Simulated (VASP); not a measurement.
A run of VASP 6.6.1:

File INCAR:

```
SYSTEM = MgO
PREC = Accurate ; ENCUT = 520
EDIFF = 1E-6 ; ISMEAR = -1
SIGMA = 0.02 ; LREAL = .False.
LASPH = .True. ; NELM = 80
ALGO = Normal ; ISIF = 2
LWAVE = .False. ; LCHARG = .True.
GGA = PE ; LELF = .True.
LVHAR = .True. ; NBANDS = 11
```

KPOINTS

```
regular mesh
0
Gamma
  8 8 8
  0 0 0
```

POSCAR

```
MgO
1.0
    0.0000000000      2.1085000000      2.1085000000
    2.1085000000      0.0000000000      2.1085000000
    2.1085000000      2.1085000000      0.0000000000
Mg O
1 1
Direct
    0.0000000000      0.0000000000      0.0000000000
    0.5000000000      0.5000000000      0.5000000000
```

Potentials or basis: VASP PAW PBE potentials, release 64 (Mg, O).

The run is started by

```console
$ cat potpaw_PBE.64/Mg/POTCAR potpaw_PBE.64/O/POTCAR > POTCAR
$ mpirun -np 1 vasp_std > vasp.out
```

Hardware: 1 thread of AMD EPYC 7571, with other jobs on the host.

How long does it take, and how much memory?

Wall time 14 s on 1 thread of AMD EPYC 7571, with other jobs on the host, peak memory 0.11 GiB. Counts: scf iterations 12, k points 29.
